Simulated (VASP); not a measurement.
Write the native input for VASP 6.6.1 that does the following.

* Task: single point
* Functional: LDA
* Potentials or basis: VASP PAW LDA potentials, release 64 (Te, Mo_sv)
* Cutoff: 520 eV
* k mesh: 12 × 12 × 2
* Occupations: gaussian, width 0.05 eV
* Spin: no spin polarisation
* Dipole correction: no
* Further INCAR settings: ALGO = Normal; EDIFF = 1e-07; NBANDS = 20

The structure of Te2Mo lies in POSCAR:

```
Te2Mo
1.0
    3.4178235014      0.0000000000      0.0000000000
   -1.7089117507      2.9599219779      0.0000000000
    0.0000000000      0.0000000000     16.1221331944
Te Mo
2 1
Direct
    0.3333333333      0.6666666667      0.8978554500
    0.3333333333      0.6666666667      0.1021445500
    0.0000000000      0.0000000000      0.0000000000
```

This cell differs from its parent crystal: strain -0.040 along x and y, -0.080 along z.

The input as run:

INCAR

```
SYSTEM = Te2Mo
PREC = Accurate
ENCUT = 520
EDIFF = 1E-7
ISMEAR = 0
SIGMA = 0.05
LREAL = .FALSE.
LASPH = .TRUE.
NELM = 80
ALGO = Normal
ISIF = 2
LWAVE = .FALSE.
LCHARG = .FALSE.
NBANDS = 20
```

KPOINTS

```
Automatic mesh
0
G
  12 12 2
  0 0 0
```

Potentials or basis: VASP PAW LDA potentials, release 64 (Te, Mo_sv).

Launch:

```console
$ cat potpaw_LDA.64/Te/POTCAR potpaw_LDA.64/Mo_sv/POTCAR > POTCAR
$ mpirun -np 1 vasp_std > vasp.out
```

It gave:

```json
{
 "Largest force": "3.169 eV/Å",
 "Band gap on the k mesh": "1.12 eV"
}
```

Caveat: the cell differs from its parent crystal (strain -0.040 along x and y, -0.080 along z); spin-orbit coupling is left out, which moves the levels of the heavy elements.

Wall time 5.3 min on 1 thread of Intel Xeon 8259CL, with other jobs on the host, peak memory 0.31 GiB.
